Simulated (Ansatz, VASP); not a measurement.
**Pb: VASP beside Ansatz**

Contents of INCAR:

```
SYSTEM = Pb
  ALGO = Normal
  EDIFF = 1E-8
  ENCUT = 520
  GGA = PS
  ISIF = 2
  ISMEAR = -1
  LASPH = .True.
  LCHARG = .False.
  LEFG = .True.
  LREAL = .False.
  LWAVE = .False.
  NBANDS = 21
  NELM = 100
  PREC = Accurate
  SIGMA = 0.05
```

KPOINTS

```
k-points
0
Gamma
  12 12 7
  0 0 0
```

The input POSCAR:

```
Pb
1.0
    3.4095646533      0.0000000000      0.0000000000
   -1.7047823266      2.9527696056      0.0000000000
    0.0000000000      0.0000000000      5.4768570775
Pb
2
Direct
    0.3333333333      0.6666666667      0.2500000000
    0.6666666667      0.3333333333      0.7500000000
```

Input for Ansatz:

```yaml
crystal:
  lattice:
    - [3.4095646533, 0.0, 0.0]
    - [-1.7047823266, 2.9527696056, 0.0]
    - [0.0, 0.0, 5.4768570775]
  atoms:
    - { symbol: Pb, position: [0.3333333333, 0.6666666667, 0.25] }
    - { symbol: Pb, position: [0.6666666667, 0.3333333333, 0.75] }
kpoints:
  mp_grid: { grid: [12, 12, 7] }
scf:
  occupations: { method: fermi_dirac, width: 0.05 }
hamiltonian:
  xc: pbesol
  pseudopotentials: { kind: all_electron, datasets: crystal }
output:
  forces: true
  stress: true
  eigenvalues: true
  efg: { contact_densities: true }
```

Change from the starting cell: volume scaled by 0.9405, crystal datasets.

Alike in both runs: task electric field gradients; functional PBEsol; k mesh 12 × 12 × 7; occupations fermi-dirac, width 0.05 eV; no spin polarisation.

```csv
,VASP,Ansatz
version,VASP 6.6.1,Ansatz 0.2.0
potentials or method,"VASP PAW PBE potentials, release 64 (Pb_d), cutoff 520 eV","all-electron PAW with datasets made for the crystal, scalar-relativistic"
```

Ansatz gave:

| Quantity | Value |
| --- | --- |
| pressure (GPa) | 4.6 |
| traceless stress, the component that is largest in VASP (GPa) | -0.47 |
| size of Vzz on the site where it differs most (V/Å²) | 0.6 |

Problem. Estimate VASP's values.

Solution. Pressure (GPa): 4.5; traceless stress, the component that is largest in VASP (GPa): -0.45; size of Vzz on the site where it differs most (V/Å²): 1.3.

VASP's potentials were made for PBE, not for PBEsol. Ansatz ran all-electron here, and VASP with PAW potentials.

Spin-orbit coupling is off throughout.
